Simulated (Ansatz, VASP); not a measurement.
**Ag3HO in VASP and in Ansatz**

```
O H Ag
1.0
     5.00000    0.00000    0.00000
     0.00000    5.00000    0.00000
     0.00000    0.00000    5.00000
O H Ag
1 1 3
Direct
  0.00000 0.00000 0.00000
  0.50000 0.50000 0.50000
  0.50000 0.50000 0.00000
  0.50000 0.00000 0.50000
  0.00000 0.50000 0.50000
```

Alike in both runs: task single point; functional LDA; k mesh 4 × 4 × 4; occupations gaussian, width 0.05 eV; no spin polarisation.

```csv
,VASP,Ansatz
version,VASP 6.6.1,Ansatz 0.2.0
potentials or method,"VASP PAW LDA potentials, release 64 (O, H, Ag), cutoff 520 eV","scalar-relativistic, plane waves, PAW"
valence electrons in the cell,40,64
```

```tsv
	VASP	Ansatz	Ansatz less VASP
gap on the k mesh at the Fermi level (eV)	0.04	0.04	+0.003
least direct gap on the mesh (eV)	0.14	0.14	+0.002
pressure (GPa)	-14.5	-14.5	+0.02
```

LDA's correlation is that of Perdew and Zunger in VASP and of Perdew and Wang (1992) in Ansatz. VASP's potentials hold 40 valence electrons a cell and Ansatz's 64, so a difference there can come from the potentials and not from the codes.
